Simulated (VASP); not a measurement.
A run of VASP 6.6.1:

Contents of INCAR:

```
PREC = Accurate ; ENCUT = 520
EDIFF = 1E-6 ; ISMEAR = 0
SIGMA = 0.1 ; LREAL = F
LASPH = T ; NELM = 80
ALGO = Normal ; ISIF = 2
LWAVE = F ; LCHARG = F
GGA = PE ; NBANDS = 32
```

The input KPOINTS:

```
regular mesh
0
Gamma
  6 6 14
```

POSCAR

```
HfZr2Si3
1.0
    8.9715896885      0.0000000000      0.0000000000
   -4.4857948443      7.7696245826      0.0000000000
    0.0000000000      0.0000000000      2.7017250037
Zr Hf Si
2 1 3
Direct
    0.3333333333      0.6666666667      0.5000000000
    0.6666666667      0.3333333333      0.5000000000
    0.0000000000      0.0000000000      0.5000000000
    0.5000000000      0.0000000000      0.5000000000
    0.0000000000      0.5000000000      0.5000000000
    0.5000000000      0.5000000000      0.5000000000
```

Potentials or basis: VASP PAW PBE potentials, release 64 (Zr_sv, Hf_pv, Si).

The run is started by

```sh
$ cat potpaw_PBE.64/Zr_sv/POTCAR potpaw_PBE.64/Hf_pv/POTCAR potpaw_PBE.64/Si/POTCAR > POTCAR
$ mpirun -np 1 vasp_std > vasp.out
```

Hardware: 1 thread of Intel(R) Xeon(R) 6975P-C (Granite Rapids), with other jobs on the host.

**Question.** Estimate the wall time of this run.

**Answer.** It took 2.9 min on 1 thread of Intel(R) Xeon(R) 6975P-C (Granite Rapids), with other jobs on the host, peak memory 0.52 GiB. Counts: scf iterations 16, k points 56.
